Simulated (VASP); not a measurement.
Here is a VASP 6.6.1 calculation.

Contents of INCAR:

```
SYSTEM = Na3Al
ALGO = Normal ; EDIFF = 1E-7
ENCUT = 520 ; GGA = PE
ISIF = 2 ; ISMEAR = -1
LASPH = .True. ; LCHARG = .False.
LREAL = .False. ; LWAVE = .False.
NBANDS = 20 ; NELM = 100
PREC = Accurate ; SIGMA = 0.05
```

KPOINTS

```
k-points
0
Gamma
  6 6 6
  0 0 0
```

The input POSCAR:

```
Na3Al
1.0
    0.0000000000      3.7812002983      3.7812002983
    3.7812002983      0.0000000000      3.7812002983
    3.7812002983      3.7812002983      0.0000000000
Al Na
1 3
Direct
    0.0000000000      0.0000000000      0.0000000000
    0.5000000000      0.5000000000      0.5000000000
    0.7500000000      0.7500000000      0.7500000000
    0.2500000000      0.2500000000      0.2500000000
```

Potentials or basis: VASP PAW PBE potentials, release 64 (Al, Na_pv).

Launch:

```sh
$ cat potpaw_PBE.64/Al/POTCAR potpaw_PBE.64/Na_pv/POTCAR > POTCAR
$ mpirun -np 1 vasp_std > vasp.out
```

**Question.** What does it give for the band gap on the k mesh?

**Answer.** Zero (band 12 reaches 2.75 eV, above the bottom of band 13 at 0.78 eV).

**Question.** What does it give for the pressure?

**Answer.** 0.8 GPa.
